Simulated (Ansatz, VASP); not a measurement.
B3N in VASP and in Ansatz

Contents of INCAR:

```
PREC     = Accurate       # precision mode
ENCUT    = 520            # plane-wave cutoff, eV
EDIFF    = 1E-7           # SCF threshold, eV
ISMEAR   = 0              # smearing method
SIGMA    = 0.1            # smearing width, eV
LREAL    = False          # projectors in reciprocal space
LASPH    = True           # aspherical terms in the spheres
NELM     = 60             # most SCF steps
ALGO     = Normal         # electronic algorithm
ISIF     = 2              # what is computed and relaxed
LWAVE    = False          # write WAVECAR
LCHARG   = False          # write CHGCAR
GGA      = PE             # functional
NBANDS   = 24             # bands
```

The input KPOINTS:

```
regular mesh
0
Gamma
  6 6 6
```

The input POSCAR:

```
B3N
1.0
    2.0670411900      1.1934067875      3.8379311225
   -2.0670411900      1.1934067875      3.8379311225
    0.0000000000     -2.3868135750      3.8379311225
B N
6 2
Direct
    0.0820000000      0.4153000000      0.7487000000
    0.7487000000      0.0820000000      0.4153000000
    0.4153000000      0.7487000000      0.0820000000
    0.9180000000      0.5847000000      0.2513000000
    0.2513000000      0.9180000000      0.5847000000
    0.5847000000      0.2513000000      0.9180000000
    0.3333000000      0.3333000000      0.3333000000
    0.6667000000      0.6667000000      0.6667000000
```

Input for Ansatz:

```yaml
crystal:
  lattice:
    - [2.06704119, 1.1934067875, 3.8379311225]
    - [-2.06704119, 1.1934067875, 3.8379311225]
    - [0.0, -2.386813575, 3.8379311225]
  atoms:
    - { symbol: B, position: [0.082, 0.4153, 0.7487] }
    - { symbol: B, position: [0.7487, 0.082, 0.4153] }
    - { symbol: B, position: [0.4153, 0.7487, 0.082] }
    - { symbol: B, position: [0.918, 0.5847, 0.2513] }
    - { symbol: B, position: [0.2513, 0.918, 0.5847] }
    - { symbol: B, position: [0.5847, 0.2513, 0.918] }
    - { symbol: "N", position: [0.3333, 0.3333, 0.3333] }
    - { symbol: "N", position: [0.6667, 0.6667, 0.6667] }
basis:
  ecutwfc: 420
kpoints:
  mp_grid: { grid: [6, 6, 6] }
hamiltonian:
  xc: pbe
scf:
  occupations: { method: gaussian, width: 0.1 }
  lower_state_search: "off"
output:
  forces: true
  stress: true
  eigenvalues: true
```

Alike in both runs: task single point; functional PBE; k mesh 6 × 6 × 6; occupations gaussian, width 0.1 eV; no spin polarisation.

|  | VASP | Ansatz |
| --- | --- | --- |
| version | VASP 6.6.1 | Ansatz 0.2.0 |
| potentials or method | VASP PAW PBE potentials, release 64 (B, N), cutoff 520 eV | scalar-relativistic, plane waves, PAW |
| valence electrons in the cell | 28 | 28 |

```csv
,VASP,Ansatz,Ansatz less VASP
gap on the k mesh at the Fermi level (eV),none,none,-
pressure (GPa),-9.7,-9.6,+0.10
"traceless stress, the component that is largest in VASP (GPa)",-15.32,-15.29,+0.030
rms of the force components (eV/Å),2.130,2.126,-0.0038
```

Atom by atom the forces differ by 0.004 eV/Å (rms over components). A gap of «none» marks a metal or a gap that the smearing closes.
